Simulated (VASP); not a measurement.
# K2S (Fm-3m) in VASP: a series of runs, part 3 of 3

VASP 6.6.1. The steps go on from the part before.

## 6. Single point, PBE

INCAR reads:

```
PREC = Accurate
ENCUT = 500
EDIFF = 1E-6
ISMEAR = 0
SIGMA = 0.01
LREAL = F
LASPH = T
NELM = 120
ALGO = Normal
ISIF = 2
LWAVE = F
LCHARG = F
GGA = PE
ISYM = 0
NBANDS = 19
GGA_COMPAT = F
```

KPOINTS reads:

```
Automatic mesh
0
Gamma
  4 4 4
  0.5 0.5 0.5
```

POSCAR reads:

```
K2S
1.0
    0.0000000000      3.7027568684      3.7027568684
    3.7027568684      0.0000000000      3.7027568684
    3.7027568684      3.7027568684      0.0000000000
S K
1 2
Direct
    0.0000000000      0.0000000000      0.0000000000
    0.2500000000      0.2500000000      0.2500000000
    0.7500000000      0.7500000000      0.7500000000
```

Potentials or basis: VASP PAW PBE potentials, release 64 (S, K_sv).

Run with:

```
$ cat potpaw_PBE.64/S/POTCAR potpaw_PBE.64/K_sv/POTCAR > POTCAR
$ mpirun -np 1 vasp_std > vasp.out
```

OUTCAR:

```text
PREC = Accurate
   ENCUT = 500
   EDIFF = 1E-6
   ISMEAR = 0
   LREAL = F
   LASPH = T
   NELM = 120
   ISIF = 2
   GGA = PE
   ISYM = 0

 ion  position               nearest neighbor table
   1  0.000  0.000  0.000-   3 3.21   3 3.21   3 3.21   2 3.21   3 3.21   2 3.21   2 3.21   2 3.21

   2  0.250  0.250  0.250-   1 3.21   1 3.21   1 3.21   1 3.21   3 3.70   3 3.70   3 3.70   3 3.70
                             3 3.70   3 3.70
   3  0.750  0.750  0.750-   1 3.21   1 3.21   1 3.21   1 3.21   2 3.70   2 3.70   2 3.70   2 3.70
                             2 3.70   2 3.70

IMPORTANT INFORMATION: All symmetrisations will be switched off!
NOSYMM: (Re-)initialisation of all symmetry stuff for point group C_1.

----------------------------------------------------------------------------------------

                                     Primitive cell

  volume of cell :     101.5326

  direct lattice vectors                    reciprocal lattice vectors
     0.000000000  3.702756868  3.702756868    -0.135034521  0.135034521  0.135034521
     3.702756868  0.000000000  3.702756868     0.135034521 -0.135034521  0.135034521
     3.702756868  3.702756868  0.000000000     0.135034521  0.135034521 -0.135034521

  length of vectors
     5.236488981  5.236488981  5.236488981     0.233886651  0.233886651  0.233886651

  position of ions in fractional coordinates (direct lattice)
     0.000000000  0.000000000  0.000000000
     0.250000000  0.250000000  0.250000000
     0.750000000  0.750000000  0.750000000

  ion indices of the primitive-cell ions
   primitive index   ion index
                 1           1
                 2           2
                 3           3

----------------------------------------------------------------------------------------

 KPOINTS: Automatic mesh

Automatic generation of k-mesh.
 Grid dimensions read from file:
 generate k-points for:    4    4    4

 Generating k-lattice:

  Cartesian coordinates                     Fractional coordinates (reciprocal lattice)
    -0.033758630  0.033758630  0.033758630     0.250000000  0.000000000  0.000000000
     0.033758630 -0.033758630  0.033758630     0.000000000  0.250000000  0.000000000
     0.033758630  0.033758630 -0.033758630     0.000000000  0.000000000  0.250000000

  Length of vectors
     0.058471663  0.058471663  0.058471663

  Shift w.r.t. Gamma in fractional coordinates (k-lattice)
     0.500000000  0.500000000  0.500000000

 Subroutine IBZKPT returns following result:
 ===========================================

 Found    128 irreducible k-points:

 Following reciprocal coordinates:
            Coordinates               Weight
  0.125000  0.125000  0.125000      2.000000
  0.125000  0.000000  0.000000      2.000000
  0.000000  0.000000 -0.125000      2.000000
  0.000000  0.125000  0.000000      2.000000
  0.375000  0.125000  0.125000      2.000000
  0.125000  0.375000  0.125000      2.000000
[... 16 lines left out ...]
  0.000000  0.500000 -0.125000      2.000000
  0.500000  0.000000 -0.125000      2.000000
 [... further k-points ...]
   k-points           NKPTS =    128   k-points in BZ     NKDIM =    128   number of bands    NBANDS=     19
   number of dos      NEDOS =    301   number of ions     NIONS =      3
   total plane-waves  NPLWV =  64000
   dimension x,y,z NGX =    40 NGY =   40 NGZ =   40
   dimension x,y,z NGXF=    80 NGYF=   80 NGZF=   80
   ions per type =               1   2
   NGX,Y,Z   is equivalent  to a cutoff of  12.70, 12.70, 12.70 a.u.
   NGXF,Y,Z  is equivalent  to a cutoff of  25.40, 25.40, 25.40 a.u.
 SYSTEM =  unknown system
   PREC   = accura    normal or accurate (medium, high low for compatibility)
   ISTART =      0    job   : 0-new  1-cont  2-samecut
   ICHARG =      2    charge: 1-file 2-atom 10-const
   ISPIN  =      1    spin polarized calculation?
   LNONCOLLINEAR =      F non collinear calculations
   LSORBIT =      F    spin-orbit coupling
   LASPH  =      T    aspherical Exc in radial PAW
   ENCUT  =  500.0 eV  36.75 Ry    6.06 a.u.   9.55  9.55  9.55*2*pi/ulx,y,z
   NELM   =    120;   NELMIN=  2; NELMDL= -5     # of ELM steps
   EDIFF  = 0.1E-05   stopping-criterion for ELM
   LREAL  =      F    real-space projection
   EDIFFG = 0.1E-04   stopping-criterion for IOM
   NSW    =      0    number of steps for IOM
   IBRION =     -1    ionic relax: 0-MD 1-quasi-New 2-CG
   NFREE  =      0    steps in history (QN), initial steepest desc. (CG)
   ISIF   =      2    stress and relaxation
   ISYM   =      0    0-nonsym 1-usesym 2-fastsym
   POTIM  = 0.5000    time-step for ionic-motion
   TEBEG  =    0.0;   TEEND  =   0.0 temperature during run
   PSTRESS=    0.0 pullay stress
   NELECT =      24.0000    total number of electrons
   NUPDOWN=      -1.0000    fix difference up-down
   EMIN   =  10.00;   EMAX   =-10.00  energy-range for DOS
   EFERMI =   0.00;   METHOD = LEGACY
   ISMEAR =     0;   SIGMA  =   0.01  broadening in eV -4-tet -1-fermi 0-gaus
   EFERMI_NEDOS =   21; number of points for ismear=-14 and -15
   IALGO  =     38    algorithm
   IMIX   =      4    mixing-type and parameters
     AMIX     =   0.40;   BMIX     =  1.00
     AMIX_MAG =   1.60;   BMIX_MAG =  1.00
  volume/ion in A,a.u.               =      33.84       228.39
  Fermi-wavevector in a.u.,A,eV,Ry     =   1.012224  1.912826 13.940500  1.024598
  Thomas-Fermi vector in A             =   2.145321
   LORBIT       =      0    0 simple, 1 ext, 2 COOP (PROOUT), +10 PAW based schemes
   GGA     = PE    functional components
   LHFCALC =     F    Hartree Fock is set to
   AEXX    =    0.0000 exact exchange contribution
   IVDW    =     0    specifies the selected vdW correction
   LEPSILON=     F    determine dielectric tensor
   LRPA    =     F    only Hartree local field effects (RPA)
 non-spin polarized calculation
 Gauss-broadening in eV      SIGMA  =   0.01
  energy-cutoff  :      500.00
  volume of cell :      101.53
 maximum number of plane-waves:      2616
 NGX is ok and might be reduce to    40
   NGX = 19   NGY = 19   NGZ = 19

 number of electron      23.9999996 magnetization

 Free energy of the ion-electron system (eV)
  ---------------------------------------------------
  ext. energy  EPLUGINS =         0.00000000
  ---------------------------------------------------
  free energy    TOTEN  =        -9.41664216 eV

  energy without entropy =       -9.41664216  energy(sigma->0) =       -9.41664216

 E-fermi :  -0.3000     XC(G=0):  -7.3364

 val. band max:       -0.3578756896   @ k =   0.5000   0.1250   0.5000
 cond. band min:       2.3569020276   @ k =   0.0000   0.1250   0.0000
 fundamental gap:      2.7147777172
 Fermi energy:        -0.3000490820

 k-point     1 :       0.1250    0.1250    0.1250
  band No.  band energies     occupation
      1     -29.5653      2.00000
      2     -29.4894      2.00000
      3     -13.1588      2.00000
      4     -13.1546      2.00000
      5     -13.1546      2.00000
      6     -12.9502      2.00000
[... 11 lines left out ...]
     18       7.2168      0.00000
     19       7.7871      0.00000

 k-point     2 :       0.1250    0.0000    0.0000
  band No.  band energies     occupation
      1     -29.5653      2.00000
      2     -29.4894      2.00000
      3     -13.1588      2.00000
      4     -13.1546      2.00000
      5     -13.1546      2.00000
      6     -12.9502      2.00000
[... 11 lines left out ...]
     18       7.2168      0.00000
     19       7.7872      0.00000

 k-point     3 :       0.0000    0.0000   -0.1250
  band No.  band energies     occupation
      1     -29.5653      2.00000
      2     -29.4894      2.00000
      3     -13.1588      2.00000
      4     -13.1546      2.00000
      5     -13.1546      2.00000
      6     -12.9502      2.00000
[... 434 lines left out ...]
      1     -29.5317      2.00000
      2     -29.5212      2.00000
      3     -13.2071      2.00000
      4     -13.1319      2.00000
      5     -13.1168      2.00000
      6     -13.0105      2.00000
[... 11 lines left out ...]
     18       6.9757      0.00000
     19       7.7171      0.00000

 k-point    24 :       0.5000    0.0000   -0.1250
  band No.  band energies     occupation
      1     -29.5317      2.00000
      2     -29.5212      2.00000
      3     -13.2071      2.00000
      4     -13.1319      2.00000
      5     -13.1168      2.00000
      6     -13.0105      2.00000
[... 11 lines left out ...]
     18       6.9757      0.00000
     19       7.7168      0.00000

 [... further k-points ...]

------------------------ aborting loop because EDIFF is reached ----------------------------------------

  FORCE on cell =-STRESS in cart. coord.  units (eV):
  Direction    XX          YY          ZZ          XY          YZ          ZX
  --------------------------------------------------------------------------------------
  -------------------------------------------------------------------------------------
  Total        0.3005641      0.3005622      0.3005664     -0.0000012      0.0000009     -0.0000026
  in kB        4.7428790      4.7428503      4.7429156     -0.0000192      0.0000138     -0.0000407
  external PRESSURE =       4.7428817 kB  Pullay stress =       0.0000000 kB

 VOLUME and BASIS-vectors are now :
 -----------------------------------------------------------------------------
  energy-cutoff  :      500.00
  volume of cell :      101.53
      direct lattice vectors                 reciprocal lattice vectors
     0.000000000  3.702756868  3.702756868    -0.135034521  0.135034521  0.135034521
     3.702756868  0.000000000  3.702756868     0.135034521 -0.135034521  0.135034521
     3.702756868  3.702756868  0.000000000     0.135034521  0.135034521 -0.135034521

 POSITION                                       TOTAL-FORCE (eV/Angst)
 -----------------------------------------------------------------------------------
      0.00000      0.00000      0.00000         0.000000      0.000010     -0.000008
      1.85138      1.85138      1.85138        -0.000008      0.000005      0.000030
      5.55414      5.55414      5.55414         0.000008     -0.000015     -0.000021
 -----------------------------------------------------------------------------------
    total drift:                               -0.000003     -0.000028      0.000028

  FREE ENERGIE OF THE ION-ELECTRON SYSTEM (eV)
  ---------------------------------------------------
  free  energy   TOTEN  =        -9.4166421644 eV

  energy  without entropy=       -9.4166421644  energy(sigma->0) =       -9.41664216
```

OSZICAR:

```text
N       E                     dE             d eps       ncg     rms          rms(c)
DAV:   1     0.151722295167E+03    0.15172E+03   -0.10654E+04  4864   0.105E+03
DAV:   2     0.146260634084E+01   -0.15026E+03   -0.14578E+03  5417   0.299E+02
DAV:   3    -0.105690956825E+02   -0.12032E+02   -0.11993E+02  8777   0.648E+01
DAV:   4    -0.108474263996E+02   -0.27833E+00   -0.27817E+00  6938   0.944E+00
DAV:   5    -0.108603142983E+02   -0.12888E-01   -0.12887E-01  7724   0.133E+00    0.528E+00
DAV:   6    -0.948144189443E+01    0.13789E+01   -0.37217E+00  6780   0.737E+00    0.479E+00
DAV:   7    -0.939853408785E+01    0.82908E-01   -0.97358E-01  6388   0.318E+00    0.351E+00
DAV:   8    -0.942807912968E+01   -0.29545E-01   -0.28505E-01  5446   0.205E+00    0.109E+00
DAV:   9    -0.941079019256E+01    0.17289E-01   -0.97880E-02  5569   0.896E-01    0.556E-01
DAV:  10    -0.941713985623E+01   -0.63497E-02   -0.12562E-02  5488   0.413E-01    0.172E-01
DAV:  11    -0.941635966849E+01    0.78019E-03   -0.63759E-03  5846   0.245E-01    0.110E-01
DAV:  12    -0.941663516488E+01   -0.27550E-03   -0.21851E-03  5542   0.135E-01    0.115E-01
DAV:  13    -0.941663919811E+01   -0.40332E-05   -0.84247E-04  5680   0.916E-02    0.206E-02
DAV:  14    -0.941664190679E+01   -0.27087E-05   -0.30707E-05  5741   0.250E-02    0.130E-02
DAV:  15    -0.941664216439E+01   -0.25761E-06   -0.46870E-06  4911   0.694E-03
   1 F= -.94166422E+01 E0= -.94166422E+01  d E =-.158778E-17
```

Wall time 4.5 min (1 thread of Intel Xeon Platinum 8375C at 2.90GHz (Ice Lake), shared host); peak memory 0.37 GiB.

What came out:

* Free energy: -9.4166 eV
* Pressure: 0.5 GPa
* Band gap on the k mesh: 2.71 eV (least direct gap 2.88 eV)

Caveat: a shifted mesh leaves out Γ, where band edges can lie.

## 7. Overview

| level | k mesh | cutoff (eV) | smearing | grid for exact exchange (PRECFOCK) | share of exact exchange | screening parameter | gap on the mesh (eV) | pressure (GPa) |
| --- | --- | --- | --- | --- | --- | --- | --- | --- |
| PBE | 4 × 4 × 4 | 500 | methfessel-paxton 0.312 eV | - | - | - | 2.38 | 0.4 |
| PBE | 4 × 4 × 4 | 500 | gaussian 0.5 eV | - | - | - | 2.38 | 0.5 |
| r2SCAN | 4 × 4 × 4 | 550 | gaussian 0.01 eV | - | - | - | 2.76 | 0.0 |
| HSE06 | 2 × 2 × 2 | 400 | gaussian 0.01 eV | Normal | 0.25 | 0.2079 1/Å | 3.33 | 0.2 |
| PBE | 4 × 4 × 4, shifted | 500 | gaussian 0.01 eV | - | - | - | 2.71 | 0.5 |

Alike in all rows: task single point; potentials or basis VASP PAW PBE potentials, release 64 (S, K_sv); no spin polarisation; cell as given.

Caveats: some runs use coarse meshes; the PAW data sets were made with another functional, which shifts forces and pressure a little (at least some runs); a shifted mesh leaves out Γ, where band edges can lie (at least some runs).

Total energies depend on the potentials used, so only differences within one code and one set of settings carry meaning.
